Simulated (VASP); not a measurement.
Here is a VASP 6.6.1 calculation.

File INCAR:

```
  ALGO = Normal
  EDIFF = 1E-7
  ENCUT = 520
  GGA = PS
  ISIF = 2
  ISMEAR = 0
  LASPH = True
  LCHARG = False
  LREAL = False
  LWAVE = False
  NBANDS = 15
  NELM = 100
  PREC = Accurate
  SIGMA = 0.05
```

File KPOINTS:

```
k-points
0
Gamma
  8 8 8
```

File POSCAR:

```
SrO
1.0
   -0.0256980000      2.5698000000      2.5698000000
    2.5441020000      0.0000000000      2.5441020000
    2.5698000000      2.5698000000     -0.0256980000
Sr O
1 1
Direct
    0.0000000000      0.0000000000      0.0000000000
    0.5000000000      0.5000000000      0.5000000000
```

Potentials or basis: VASP PAW PBE potentials, release 64 (Sr_sv, O).

Launch:

```sh
$ cat potpaw_PBE.64/Sr_sv/POTCAR potpaw_PBE.64/O/POTCAR > POTCAR
$ mpirun -np 1 vasp_std > vasp.out
```

Problem. Predict the pressure.

Solution. -0.3 GPa.

Problem. What does it give for the band gap on the k mesh?

Solution. 3.13 eV, indirect (least direct gap 3.21 eV).

Stress tensor (GPa, compression positive):
```
-0.31  0.00  1.10
 0.00 -0.33  0.00
 1.10  0.00 -0.31
```

Caveat: the cell differs from its parent crystal (strain -0.0200 x Voigt [0, 0, 0, 0, 1, 0]); the PAW data sets were made with another functional, which shifts forces and pressure a little. A k mesh can miss the band edges.
